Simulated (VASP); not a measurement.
Write the native input for VASP 6.6.1 that does the following.

| Item | Value |
| --- | --- |
| Task | single point |
| Functional | PBEsol |
| Potentials or basis | VASP PAW PBE potentials, release 64 (Re, Sb) |
| Cutoff | 520 eV |
| k mesh | 10 × 10 × 6 |
| Occupations | gaussian, width 0.05 eV |
| Spin | no spin polarisation |
| Dipole correction | no |
| Further INCAR settings | ALGO = Normal; EDIFF = 1e-07; NBANDS = 16 |

The structure of ReSb2 lies in POSCAR:

```
ReSb2
1.0
    3.2616513276      0.0000000000      0.0000000000
   -1.6308256638      2.8246729080      0.0000000000
    0.0000000000      0.0000000000      7.2916746644
Re Sb
1 2
Direct
    0.0000000000      0.0000000000      0.0000000000
    0.3333333333      0.6666666667      0.2693350272
    0.6666666667      0.3333333333      0.7306649728
```

One way to write it, as run:

INCAR

```
ALGO = Normal
EDIFF = 1E-7
ENCUT = 520
GGA = PS
ISIF = 2
ISMEAR = 0
LASPH = T
LCHARG = F
LREAL = F
LWAVE = F
NBANDS = 16
NELM = 100
PREC = Accurate
SIGMA = 0.05
```

KPOINTS

```
k-points
0
Gamma
  10 10 6
```

Potentials or basis: VASP PAW PBE potentials, release 64 (Re, Sb).

The run is started by

```bash
$ cat potpaw_PBE.64/Re/POTCAR potpaw_PBE.64/Sb/POTCAR > POTCAR
$ mpirun -np 1 vasp_std > vasp.out
```

Results of the run:

```
Pressure               : 0.8 GPa
Largest force          : 0.024 eV/Å
Band gap on the k mesh : zero (an odd number of electrons rules out a gap without spin polarisation)
```

Caveat: the PAW data sets were made with another functional, which shifts forces and pressure a little; spin-orbit coupling is left out, which moves the levels of the heavy elements.

It took 29 s on 1 thread of Intel(R) Xeon(R) 6975P-C (Granite Rapids), with other jobs on the host, peak memory 0.23 GiB.
